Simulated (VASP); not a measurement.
# Si2Ni in VASP: further runs

Runs on Si2Ni. Level: PBE. Tasks: single point.

Program: VASP 6.6.1. These are calculated values, not measurements. Logs are shortened: lines on timing, memory, paths and dates and some standing lists are left out, and cuts for length are marked.

**1. The cell of the first run**

Symmetry: Fm-3m, No. 225, cubic system. The conventional cell has a = 5.610 Å, b = 5.610 Å, c = 5.610 Å, α = 90.00°, β = 90.00°, γ = 90.00°. Within 3.2 Å of Si (site symmetry -43m) lie 4 Ni at 2.43 Å and 6 Si at 2.81 Å. Ni (site symmetry m-3m) has 8 Si at 2.43 Å within 3.2 Å.

**2. Single point, PBE (strain +0.030 along x and y, +0.030 along z)**

Input file INCAR:

```
PREC     = Accurate       # precision mode
ENCUT    = 520            # plane-wave cutoff, eV
EDIFF    = 1E-7           # SCF threshold, eV
ISMEAR   = 0              # smearing method
SIGMA    = 0.15           # smearing width, eV
LREAL    = False          # projectors in reciprocal space
LASPH    = True           # aspherical terms in the spheres
NELM     = 100            # most SCF steps
ALGO     = Normal         # electronic algorithm
ISIF     = 2              # what is computed and relaxed
LWAVE    = False          # write WAVECAR
LCHARG   = False          # write CHGCAR
GGA      = PE             # functional
NBANDS   = 16             # bands
```

Input file KPOINTS:

```
regular mesh
0
Gamma
  16 16 16
```

Input file POSCAR:

```
Si2Ni
1.0
    0.0000000000      2.8051152926      2.8051152926
    2.8051152926      0.0000000000      2.8051152926
    2.8051152926      2.8051152926      0.0000000000
Si Ni
2 1
Direct
    0.2500000000      0.2500000000      0.2500000000
    0.7500000000      0.7500000000      0.7500000000
    0.0000000000      0.0000000000      0.0000000000
```

Potentials or basis: VASP PAW PBE potentials, release 64 (Si, Ni).

Run with:

```bash
cat potpaw_PBE.64/Si/POTCAR potpaw_PBE.64/Ni/POTCAR > POTCAR
mpirun -np 1 vasp_std > vasp.out
```

OUTCAR:

```text
PREC = Accurate
   ENCUT = 520
   EDIFF = 1E-7
   ISMEAR = 0
   LREAL = False
   LASPH = True
   NELM = 100
   ISIF = 2
   GGA = PE

 ion  position               nearest neighbor table
   1  0.250  0.250  0.250-   3 2.43   3 2.43   3 2.43   3 2.43   2 2.81   2 2.81   2 2.81   2 2.81
                             2 2.81   2 2.81
   2  0.750  0.750  0.750-   3 2.43   3 2.43   3 2.43   3 2.43   1 2.81   1 2.81   1 2.81   1 2.81
                             1 2.81   1 2.81
   3  0.000  0.000  0.000-   2 2.43   2 2.43   2 2.43   1 2.43   2 2.43   1 2.43   1 2.43   1 2.43

  LATTYP: Found a face centered cubic cell.
 ALAT       =     5.6102305852

  Lattice vectors:

 A1 = (   0.0000000000,   2.8051152926,   2.8051152926)
 A2 = (   2.8051152926,   0.0000000000,   2.8051152926)
 A3 = (   2.8051152926,   2.8051152926,   0.0000000000)

Analysis of symmetry for initial positions (statically):
=====================================================================
 Subroutine PRICEL returns:
 Original cell was already a primitive cell.

 Routine SETGRP: Setting up the symmetry group for a
 face centered cubic supercell.

 Subroutine GETGRP returns: Found 48 space group operations
 (whereof 48 operations were pure point group operations)
 out of a pool of 48 trial point group operations.

The static configuration has the point symmetry O_h .

Analysis of symmetry for dynamics (positions and initial velocities):
=====================================================================
 Subroutine PRICEL returns:
 Original cell was already a primitive cell.

 Routine SETGRP: Setting up the symmetry group for a
 face centered cubic supercell.

 Subroutine GETGRP returns: Found 48 space group operations
 (whereof 48 operations were pure point group operations)
 out of a pool of 48 trial point group operations.

The dynamic configuration has the point symmetry O_h .

 Subroutine INISYM returns: Found 48 space group operations
 (whereof 48 operations are pure point group operations),
 and found     1 'primitive' translations

----------------------------------------------------------------------------------------

                                     Primitive cell

  volume of cell :      44.1451

  direct lattice vectors                    reciprocal lattice vectors
     0.000000000  2.805115293  2.805115293    -0.178245793  0.178245793  0.178245793
     2.805115293  0.000000000  2.805115293     0.178245793 -0.178245793  0.178245793
     2.805115293  2.805115293  0.000000000     0.178245793  0.178245793 -0.178245793

  length of vectors
     3.967032091  3.967032091  3.967032091     0.308730770  0.308730770  0.308730770

  position of ions in fractional coordinates (direct lattice)
     0.250000000  0.250000000  0.250000000
     0.750000000  0.750000000  0.750000000
     0.000000000  0.000000000  0.000000000

  ion indices of the primitive-cell ions
   primitive index   ion index
                 1           1
                 2           2
                 3           3

----------------------------------------------------------------------------------------

 KPOINTS: regular mesh

Automatic generation of k-mesh.
 Grid dimensions read from file:
 generate k-points for:   16   16   16

 Generating k-lattice:

  Cartesian coordinates                     Fractional coordinates (reciprocal lattice)
    -0.011140362  0.011140362  0.011140362     0.062500000  0.000000000  0.000000000
     0.011140362 -0.011140362  0.011140362     0.000000000  0.062500000  0.000000000
     0.011140362  0.011140362 -0.011140362     0.000000000  0.000000000  0.062500000

  Length of vectors
     0.019295673  0.019295673  0.019295673

  Shift w.r.t. Gamma in fractional coordinates (k-lattice)
     0.000000000  0.000000000  0.000000000

 Subroutine IBZKPT returns following result:
 ===========================================

 Found    145 irreducible k-points:

 Following reciprocal coordinates:
            Coordinates               Weight
  0.000000  0.000000  0.000000      1.000000
[... 47 lines left out ...]
 fundamental gap:      0.0080900879
 Fermi energy:         8.7912949822

 k-point     1 :       0.0000    0.0000    0.0000
  band No.  band energies     occupation
      1      -3.9489      2.00000
      2       4.3738      2.00000
      3       4.3738      2.00000
      4       4.3738      2.00000
      5       5.9480      2.00000
      6       5.9480      2.00000
[... 8 lines left out ...]
     15      13.3953      0.00000
     16      13.3953      0.00000

 k-point     2 :       0.0625    0.0000    0.0000
  band No.  band energies     occupation
      1      -3.8957      2.00000
      2       4.2277      2.00000
      3       4.3909      2.00000
      4       4.3909      2.00000
      5       5.9382      2.00000
      6       5.9382      2.00000
[... 8 lines left out ...]
     15      13.2322      0.00000
     16      13.3178      0.00000

 k-point     3 :       0.1250    0.0000    0.0000
  band No.  band energies     occupation
      1      -3.7366      2.00000
      2       3.8287      2.00000
      3       4.4399      2.00000
      4       4.4399      2.00000
      5       5.9133      2.00000
      6       5.9133      2.00000
[... 8 lines left out ...]
     15      13.1402      0.00000
     16      13.3264      0.00000

 k-point     4 :       0.1875    0.0000    0.0000
  band No.  band energies     occupation
      1      -3.4730      2.00000
      2       3.2468      2.00000
      3       4.5140      2.00000
      4       4.5140      2.00000
      5       5.8859      2.00000
      6       5.8859      2.00000
[... 8 lines left out ...]
     15      13.5622      0.00000
     16      13.9309      0.00000
[... 324 lines left out ...]
 k-point    22 :      -0.1875    0.0625    0.0000
  band No.  band energies     occupation
      1      -3.3158      2.00000
      2       2.9994      2.00000
      3       4.4464      2.00000
      4       4.6108      2.00000
      5       5.7936      2.00000
      6       5.9428      2.00000
[... 8 lines left out ...]
     15      13.7073      0.00000
     16      14.9043      0.00000

 k-point    23 :      -0.1250    0.0625    0.0000
  band No.  band energies     occupation
      1      -3.6133      2.00000
      2       3.5965      2.00000
      3       4.3984      2.00000
      4       4.5138      2.00000
      5       5.8437      2.00000
      6       5.9447      2.00000
[... 8 lines left out ...]
     15      13.1858      0.00000
     16      14.0957      0.00000

 k-point    24 :      -0.0625    0.0625    0.0000
  band No.  band energies     occupation
      1      -3.8072      2.00000
      2       4.0239      2.00000
      3       4.3786      2.00000
      4       4.4373      2.00000
      5       5.8970      2.00000
      6       5.9480      2.00000
[... 8 lines left out ...]
     15      13.0094      0.00000
     16      13.6599      0.00000

 [... further k-points ...]

------------------------ aborting loop because EDIFF is reached ----------------------------------------

  FORCE on cell =-STRESS in cart. coord.  units (eV):
  Direction    XX          YY          ZZ          XY          YZ          ZX
  --------------------------------------------------------------------------------------
  -------------------------------------------------------------------------------------
  Total       -2.8705724     -2.8705724     -2.8705724      0.0000000      0.0000000      0.0000000
  in kB     -104.1830189   -104.1830189   -104.1830189      0.0000000      0.0000000      0.0000000
  external PRESSURE =    -104.1830189 kB  Pullay stress =       0.0000000 kB

 VOLUME and BASIS-vectors are now :
 -----------------------------------------------------------------------------
  energy-cutoff  :      520.00
  volume of cell :       44.15
      direct lattice vectors                 reciprocal lattice vectors
     0.000000000  2.805115293  2.805115293    -0.178245793  0.178245793  0.178245793
     2.805115293  0.000000000  2.805115293     0.178245793 -0.178245793  0.178245793
     2.805115293  2.805115293  0.000000000     0.178245793  0.178245793 -0.178245793

 POSITION                                       TOTAL-FORCE (eV/Angst)
 -----------------------------------------------------------------------------------
      1.40256      1.40256      1.40256        -0.000000     -0.000000      0.000000
      4.20767      4.20767      4.20767         0.000000      0.000000     -0.000000
      0.00000      0.00000      0.00000        -0.000000     -0.000000     -0.000000
 -----------------------------------------------------------------------------------
    total drift:                                0.000000     -0.000000     -0.000000

  FREE ENERGIE OF THE ION-ELECTRON SYSTEM (eV)
  ---------------------------------------------------
  free  energy   TOTEN  =       -17.2407611341 eV

  energy  without entropy=      -17.2303203175  energy(sigma->0) =      -17.23554073
```

It used 110 s of CPU time on 1 thread of Intel(R) Xeon(R) Platinum 8488C (Sapphire Rapids), on a shared host.

Results:

* Free energy: -17.2408 eV
* Pressure: -10.4 GPa
* Band gap on the k mesh: zero (bands 9 and 10 overlap by 2.22 eV)

Caveat: the cell differs from its parent crystal (strain +0.030 along x and y, +0.030 along z); the cell stands under tension. Spin polarisation is off, so any magnetic state and its effect on volume and gap are missing.

**3. Single point, PBE (strain -0.030 along x and y, -0.015 along z)**

Input file INCAR:

```
SYSTEM = Si2Ni
ALGO = Normal ; EDIFF = 1E-6
ENCUT = 520 ; GGA = PE
ISIF = 2 ; ISMEAR = 0
LASPH = .TRUE. ; LCHARG = .FALSE.
LREAL = .FALSE. ; LWAVE = .FALSE.
NBANDS = 16 ; NELM = 100
PREC = Accurate ; SIGMA = 0.15
```

Input file KPOINTS:

```
k-points
0
G
  16 16 16
  0 0 0
```

Input file POSCAR:

```
Si2Ni
1.0
    0.0000000000      2.6417105182      2.6825617118
    2.6417105182      0.0000000000      2.6825617118
    2.6417105182      2.6417105182      0.0000000000
Si Ni
2 1
Direct
    0.2500000000      0.2500000000      0.2500000000
    0.7500000000      0.7500000000      0.7500000000
    0.0000000000      0.0000000000      0.0000000000
```

Potentials or basis: VASP PAW PBE potentials, release 64 (Si, Ni).

Run with:

```bash
cat potpaw_PBE.64/Si/POTCAR potpaw_PBE.64/Ni/POTCAR > POTCAR
mpirun -np 1 vasp_std > vasp.out
```

It used 160 s of CPU time on 1 thread of Intel(R) Xeon(R) Platinum 8488C (Sapphire Rapids), with other jobs on the host.

The run converged. Its results:

- Free energy: -17.2634 eV
- Pressure: 12.7 GPa
- Band gap on the k mesh: zero (bands 9 and 10 overlap by 2.09 eV)

Stress tensor (GPa, compression positive):
```
13.01  0.00  0.00
 0.00 13.01  0.00
 0.00  0.00 12.19
```

Levels at points of the mesh, in eV from the Fermi level:
```tsv
k point	band 6	band 7	band 8	band 9	band 10	band 11	band 12	band 13
(0.00, 0.00, 0.00)	-3.84	0.09	1.66	1.66	1.86	2.03	2.20	2.20
(0.50, 0.00, 0.00)	-3.66	-3.65	-1.69	-1.57	1.75	1.80	1.84	2.91
(0.50, 0.50, 0.00)	-3.94	-3.94	-3.79	-3.41	-0.32	1.31	7.64	8.75
(0.50, 0.00, 0.50)	-3.96	-3.90	-3.74	-3.42	-0.43	1.23	7.66	8.43
```

Caveat: the cell differs from its parent crystal (strain -0.030 along x and y, -0.015 along z); the cell stands under pressure. Spin polarisation is off, so any magnetic state and its effect on volume and gap are missing.

**4. Single point, PBE (strain -0.030 along x and y, +0.000 along z)**

Input file INCAR:

```
PREC = Accurate
ENCUT = 520
EDIFF = 1E-7
ISMEAR = 0
SIGMA = 0.15
LREAL = F
LASPH = T
NELM = 100
ALGO = Normal
ISIF = 2
LWAVE = F
LCHARG = F
GGA = PE
NBANDS = 16
```

Input file KPOINTS:

```
regular mesh
0
Gamma
  16 16 16
```

Input file POSCAR:

```
Si2Ni
1.0
    0.0000000000      2.6417105182      2.7234129054
    2.6417105182      0.0000000000      2.7234129054
    2.6417105182      2.6417105182      0.0000000000
Si Ni
2 1
Direct
    0.2500000000      0.2500000000      0.2500000000
    0.7500000000      0.7500000000      0.7500000000
    0.0000000000      0.0000000000      0.0000000000
```

Run with:

```bash
cat potpaw_PBE.64/Si/POTCAR potpaw_PBE.64/Ni/POTCAR > POTCAR
mpirun -np 1 vasp_std > vasp.out
```

It used 170 s of CPU time on 1 thread of Intel(R) Xeon(R) Platinum 8488C (Sapphire Rapids) (shared host).

It converged, with:

```yaml
Free_energy: -17.3009 eV
Pressure: 9.9 GPa
Band_gap_on_the_k_mesh: zero (bands 9 and 10 overlap by 2.06 eV)
```

Stress tensor (GPa, compression positive):
```
10.46  0.00  0.00
 0.00 10.46  0.00
 0.00  0.00  8.81
```

Levels at points of the mesh, in eV from the Fermi level:
```tsv
k point	band 6	band 7	band 8	band 9	band 10	band 11	band 12	band 13
(0.00, 0.00, 0.00)	-3.71	-0.01	1.60	1.60	1.96	1.99	2.30	2.30
(0.50, 0.00, 0.00)	-3.56	-3.53	-1.70	-1.45	1.70	1.83	1.85	2.87
(0.50, 0.50, 0.00)	-3.84	-3.84	-3.72	-3.31	-0.25	1.42	7.65	8.70
(0.50, 0.00, 0.50)	-3.88	-3.76	-3.64	-3.31	-0.47	1.25	7.68	8.07
```

Caveat: the cell differs from its parent crystal (strain -0.030 along x and y, +0.000 along z); the cell stands under pressure.

**5. Single point, PBE (strain -0.015 along x and y, -0.030 along z)**

Input file INCAR:

```
SYSTEM = Si2Ni
  PREC = Accurate
  ENCUT = 520
  EDIFF = 1E-7
  ISMEAR = 0
  SIGMA = 0.15
  LREAL = .FALSE.
  LASPH = .TRUE.
  NELM = 100
  ALGO = Normal
  ISIF = 2
  LWAVE = .FALSE.
  LCHARG = .FALSE.
  GGA = PE
  NBANDS = 16
```

Input file KPOINTS:

```
Automatic mesh
0
G
  16 16 16
  0 0 0
```

Input file POSCAR:

```
Si2Ni
1.0
    0.0000000000      2.6825617118      2.6417105182
    2.6825617118      0.0000000000      2.6417105182
    2.6825617118      2.6825617118      0.0000000000
Si Ni
2 1
Direct
    0.2500000000      0.2500000000      0.2500000000
    0.7500000000      0.7500000000      0.7500000000
    0.0000000000      0.0000000000      0.0000000000
```

Run with:

```bash
cat potpaw_PBE.64/Si/POTCAR potpaw_PBE.64/Ni/POTCAR > POTCAR
mpirun -np 1 vasp_std > vasp.out
```

It used 160 s of CPU time on 1 thread of Intel(R) Xeon(R) Platinum 8488C (Sapphire Rapids), with other jobs on the host.

The run converged. Its results:

```yaml
Free_energy: -17.3043 eV
Pressure: 9.9 GPa
Band_gap_on_the_k_mesh: zero (bands 9 and 10 overlap by 2.26 eV)
```

Stress tensor (GPa, compression positive):
```
 9.60  0.00  0.00
 0.00  9.60  0.00
 0.00  0.00 10.37
```

Levels at points of the mesh, in eV from the Fermi level:
```tsv
k point	band 5	band 6	band 7	band 8	band 9	band 10	band 11	band 12	band 13	band 14
(0.00, 0.00, 0.00)	-3.78	-3.73	-0.01	1.59	1.79	1.79	2.14	2.14	2.30	4.61
(0.50, 0.00, 0.00)	-3.93	-3.56	-3.55	-1.63	-1.51	1.77	1.80	1.83	2.83	9.19
(0.50, 0.50, 0.00)	-4.80	-3.82	-3.82	-3.62	-3.33	-0.47	1.25	7.71	8.55	8.55
(0.50, 0.00, 0.50)	-4.62	-3.86	-3.81	-3.68	-3.32	-0.36	1.34	7.67	8.37	8.87
```

Caveat: the cell differs from its parent crystal (strain -0.015 along x and y, -0.030 along z); the cell stands under pressure. Spin polarisation is off, so any magnetic state and its effect on volume and gap are missing.

**6. Single point, PBE (strain -0.030 along x and y, +0.015 along z)**

Input file INCAR:

```
PREC     = Accurate       # precision mode
ENCUT    = 520            # plane-wave cutoff, eV
EDIFF    = 1E-6           # SCF threshold, eV
ISMEAR   = 0              # smearing method
SIGMA    = 0.15           # smearing width, eV
LREAL    = False          # projectors in reciprocal space
LASPH    = True           # aspherical terms in the spheres
NELM     = 80             # most SCF steps
ALGO     = Normal         # electronic algorithm
ISIF     = 2              # what is computed and relaxed
LWAVE    = False          # write WAVECAR
LCHARG   = False          # write CHGCAR
GGA      = PE             # functional
NBANDS   = 16             # bands
```

Input file KPOINTS:

```
regular mesh
0
Gamma
  16 16 16
```

Input file POSCAR:

```
Si2Ni
1.0
    0.0000000000      2.6417105182      2.7642640990
    2.6417105182      0.0000000000      2.7642640990
    2.6417105182      2.6417105182      0.0000000000
Si Ni
2 1
Direct
    0.2500000000      0.2500000000      0.2500000000
    0.7500000000      0.7500000000      0.7500000000
    0.0000000000      0.0000000000      0.0000000000
```

Potentials or basis: VASP PAW PBE potentials, release 64 (Si, Ni).

Run with:

```bash
cat potpaw_PBE.64/Si/POTCAR potpaw_PBE.64/Ni/POTCAR > POTCAR
mpirun -np 1 vasp_std > vasp.out
```

It used 150 s of CPU time on 1 thread of Intel(R) Xeon(R) Platinum 8488C (Sapphire Rapids), on a shared host.

It converged, with:

```yaml
Free_energy: -17.3264 eV
Pressure: 7.1 GPa
Band_gap_on_the_k_mesh: zero (bands 9 and 10 overlap by 2.03 eV)
```

Stress tensor (GPa, compression positive):
```
7.98 0.00 0.00
0.00 7.98 0.00
0.00 0.00 5.45
```

Levels at points of the mesh, in eV from the Fermi level:
```csv
k point,band 6,band 7,band 8,band 9,band 10,band 11,band 12,band 13
"(0.00, 0.00, 0.00)",-3.58,-0.10,1.53,1.53,1.87,2.12,2.41,2.41
"(0.50, 0.00, 0.00)",-3.46,-3.42,-1.71,-1.34,1.64,1.86,1.87,2.86
"(0.50, 0.50, 0.00)",-3.75,-3.75,-3.65,-3.21,-0.18,1.52,7.66,8.65
"(0.50, 0.00, 0.50)",-3.81,-3.63,-3.53,-3.20,-0.50,1.28,7.69,7.74
```

Caveat: the cell differs from its parent crystal (strain -0.030 along x and y, +0.015 along z); the cell stands under pressure. Spin polarisation is off, so any magnetic state and its effect on volume and gap are missing.

**7. Overview**

```csv
cell,gap on the mesh (eV),pressure (GPa)
"a = 3.967 Å, angles 60.0°, 3 atoms",none,-10.4
"a = 3.765, b = 3.765, c = 3.736 Å, angles 60.3, 60.3, 59.5°, 3 atoms",none,12.7
"a = 3.794, b = 3.794, c = 3.736 Å, angles 60.5, 60.5, 59.0°, 3 atoms",none,9.9
"a = 3.765, b = 3.765, c = 3.794 Å, angles 59.7, 59.7, 60.5°, 3 atoms",none,9.9
"a = 3.824, b = 3.824, c = 3.736 Å, angles 60.8, 60.8, 58.5°, 3 atoms",none,7.1
```

Alike in all rows: task single point; level PBE; potentials or basis VASP PAW PBE potentials, release 64 (Si, Ni); no spin polarisation; k mesh 16 × 16 × 16; cutoff (eV) 520; smearing gaussian 0.15 eV.

Caveats: the cell stands under pressure (at least some runs); the cell stands under tension (at least some runs).

Total energies depend on the potentials used, so only differences within one code and one set of settings carry meaning.
